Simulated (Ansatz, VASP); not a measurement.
Two plane-wave programs on Na

The input INCAR:

```
SYSTEM = Na
PREC = Accurate
ENCUT = 520
EDIFF = 1E-7
ISMEAR = -1
SIGMA = 0.1
LREAL = .FALSE.
LASPH = .TRUE.
NELM = 100
ALGO = Normal
ISIF = 2
LWAVE = .FALSE.
LCHARG = .TRUE.
GGA = RE
LELF = .TRUE.
LVHAR = .TRUE.
NBANDS = 10
```

The input KPOINTS:

```
regular mesh
0
G
  17 17 17
  0 0 0
```

Contents of POSCAR:

```
Na
1.0
   -2.1416585443      2.1416585443      2.1416585443
    2.1416585443     -2.1416585443      2.1416585443
    2.1416585443      2.1416585443     -2.1416585443
Na
1
Direct
    0.0000000000      0.0000000000      0.0000000000
```

Input for Ansatz:

```yaml
crystal:
  lattice:
    - [-2.1416585443, 2.1416585443, 2.1416585443]
    - [2.1416585443, -2.1416585443, 2.1416585443]
    - [2.1416585443, 2.1416585443, -2.1416585443]
  atoms:
    - { symbol: Na, position: [0.0, 0.0, 0.0] }
hamiltonian:
  xc: revpbe
  pseudopotentials:
    kind: paw
    azcp:
      Na: "pseudopotentials/Na.paw.azcp"
basis:
  ecutwfc: 420
  fft_grid_basis: typed
kpoints:
  mp_grid: { grid: [17, 17, 17], shift: [0, 0, 0] }
magnetization:
  spin_polarized: false
scf:
  occupations: { method: fermi_dirac, width: 0.1 }
output:
  stress: true
```

Alike in both runs: task single point; functional revPBE; k mesh 17 × 17 × 17; occupations fermi-dirac, width 0.1 eV; no spin polarisation.

|  | VASP | Ansatz |
| --- | --- | --- |
| version | VASP 6.6.1 | Ansatz 0.2.0 |
| potentials or method | VASP PAW PBE potentials, release 64 (Na_pv), cutoff 520 eV | plane waves (420 eV) with PAW, scalar-relativistic |
| valence electrons in the cell | 7 | 9 |

|  | VASP | Ansatz | Ansatz less VASP |
| --- | --- | --- | --- |
| pressure (GPa) | 0.0 | 0.0 | +0.01 |

VASP's potentials were made for PBE, not for revPBE. VASP's potentials hold 7 valence electrons a cell and Ansatz's 9, so a difference there can come from the potentials and not from the codes.
